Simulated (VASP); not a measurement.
CaMg2O3:

```
CELL_PARAMETERS angstrom
5.52762 0.00000 0.00000
-2.76381 4.78706 0.00000
0.00000 0.00000 3.19026
ATOMIC_POSITIONS crystal
Ca 0.00000 0.00000 0.50000
Mg 0.33333 0.66667 0.50000
Mg 0.66667 0.33333 0.50000
O 0.50000 0.50000 0.00000
O 0.50000 0.00000 0.00000
O 0.00000 0.50000 0.00000
```

| Property | Result |
| --- | --- |
| Program | VASP 6.6.1 |
| Task | relaxation of cell and atoms |
| Functional | PBE |
| Potentials or basis | VASP PAW PBE potentials, release 64 (Ca_sv, Mg, O) |
| Cutoff | 600 eV |
| k mesh | 6 × 6 × 6 |
| Occupations | gaussian, width 0.1 eV |
| Spin | no spin polarisation |

At the start: pressure -13.8 GPa; volume 14.07 Å³/atom.

Problem. How do energy, volume and symmetry change on relaxing?

Solution. Over 6 steps the energy falls by 233.9 meV/atom and the volume is 11.73 Å³/atom (-16.6 %); space group P6/mmm (No. 191, to 0.05 Å).

The path:
| step | energy change (eV) | largest force (eV/Å) | pressure (GPa) | volume (Å³) |
| --- | --- | --- | --- | --- |
| 1 | 0.0000 | 0.0000 | -13.76 | 84.42 |
| 2 | -1.2033 | 0.0000 | 2.20 | 69.89 |
| 3 | -1.3566 | 0.0000 | -3.23 | 72.99 |
| 4 | -1.3569 | 0.0000 | -3.59 | 73.21 |
| 5 | -1.4030 | 0.0000 | 0.45 | 70.21 |
| 6 | -1.4032 | 0.0000 | 0.16 | 70.40 |

Final structure:
```yaml
crystal:
  lattice:
    - [5.39221, 0.00000, 0.00000]
    - [-2.69610, 4.66979, 0.00000]
    - [0.00000, 0.00000, 2.79584]
  atoms:
    - { symbol: Ca, position: [0.00000, 0.00000, 0.50000] }
    - { symbol: Mg, position: [0.33333, 0.66667, 0.50000] }
    - { symbol: Mg, position: [0.66667, 0.33333, 0.50000] }
    - { symbol: O, position: [0.50000, 0.50000, 0.00000] }
    - { symbol: O, position: [0.50000, 0.00000, 0.00000] }
    - { symbol: O, position: [0.00000, 0.50000, 0.00000] }
```

Caveat: the volume moved by over 15 % at a fixed basis, so the end points are rough.
